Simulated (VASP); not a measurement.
Sc, 3 atoms in the cell. The structure is hexagonal, space group P6/mmm (No. 191). Conventional cell: a = 5.227 Å, b = 5.227 Å, c = 3.282 Å, α = 90.00°, β = 90.00°, γ = 120.00°. Sc (site symmetry 6/mmm) has 14 Sc at 3.28 to 3.43 Å within 4.3 Å. Sc (site symmetry -6m2) has 11 Sc at 3.02 to 3.43 Å within 4.0 Å.  This cell differs from its parent crystal: volume scaled by 1.04.

| Property | Result |
| --- | --- |
| Program | VASP 6.6.1 |
| Task | single point |
| Functional | BLYP |
| Potentials or basis | VASP PAW PBE potentials, release 64 (Sc_sv) |
| Cutoff | 520 eV |
| k mesh | 8 × 8 × 11 |
| Occupations | fermi-dirac, width 0.1 eV |
| Spin | no spin polarisation |
| Dipole correction | no |
| Further INCAR settings | ALGO = Normal; EDIFF = 1e-06; NBANDS = 24 |

Potentials or basis: VASP PAW PBE potentials, release 64 (Sc_sv).

Command:

```sh
$ cat potpaw_PBE.64/Sc_sv/POTCAR > POTCAR
$ mpirun -np 1 vasp_std > vasp.out
```

Hardware: 1 thread of Intel(R) Xeon(R) 6975P-C (Granite Rapids), with other jobs on the host.

Estimate the wall time of this run.

It took 55 s on 1 thread of Intel(R) Xeon(R) 6975P-C (Granite Rapids) (shared host), peak memory 0.23 GiB. Counts: scf iterations 14, k points 60.
